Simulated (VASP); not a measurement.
LiF, 2 atoms in the cell. It takes space group Fm-3m (No. 225, cubic). The conventional cell has a = 4.028 Å, b = 4.028 Å, c = 4.028 Å, α = 90.00°, β = 90.00°, γ = 90.00°. F (site symmetry m-3m) has 6 Li at 2.01 Å within 2.7 Å. Within 2.7 Å of Li (site symmetry m-3m) lie 6 F at 2.01 Å. 

```yaml
Program: VASP 6.6.1
Task: single point
Functional: PBE
Potentials_or_basis: VASP PAW PBE potentials, release 64 (F, Li_sv)
Cutoff: 520 eV
k_mesh: 16 × 16 × 16
Occupations: fermi-dirac, width 0.1 eV
Spin: no spin polarisation
Dipole_correction: no
Further_INCAR_settings: ALGO = Normal; EDIFF = 1e-06; NBANDS = 12
```

Potentials or basis: VASP PAW PBE potentials, release 64 (F, Li_sv).

Launch:

```console
$ cat potpaw_PBE.64/F/POTCAR potpaw_PBE.64/Li_sv/POTCAR > POTCAR
$ mpirun -np 1 vasp_std > vasp.out
```

Hardware: 1 thread of Intel Xeon 8259CL, with other jobs on the host.

Task: How long does it take, and how much memory?

Result: It took 36 s on 1 thread of Intel Xeon 8259CL, on a shared host, peak memory 0.15 GiB. Counts: scf iterations 12, k points 145.
